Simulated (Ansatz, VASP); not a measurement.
## One calculation of SrO, two programs

```
CELL_PARAMETERS angstrom
3.53314 0.00000 0.00000
-1.76657 3.05979 0.00000
0.00000 0.00000 3.20658
ATOMIC_POSITIONS crystal
Sr 0.66667 0.33333 0.50000
O 0.33333 0.66667 0.00000
```

Alike in both runs: functional PBE; k mesh 6 × 6 × 8; occupations gaussian, width 0.02 eV; no spin polarisation.

Ansatz relaxed the structure, and its values are those at the end. VASP's run is a single point on that final structure, the one shown.

|  | VASP | Ansatz |
| --- | --- | --- |
| version | VASP 6.6.1 | Ansatz 0.2.0 |
| potentials or method | VASP PAW PBE potentials, release 64 (Sr_sv, O), cutoff 520 eV | scalar-relativistic, plane waves, PAW |
| valence electrons in the cell | 16 | 16 |

VASP gave:

| Property | Result |
| --- | --- |
| gap on the k mesh at the Fermi level (eV) | 2.80 |
| least direct gap on the mesh (eV) | 2.80 |
| pressure (GPa) | 0.6 |

**Question.** Which values does Ansatz return?

**Answer.** gap on the k mesh at the Fermi level (eV): 2.81; least direct gap on the mesh (eV): 2.81; pressure (GPa): 0.0.
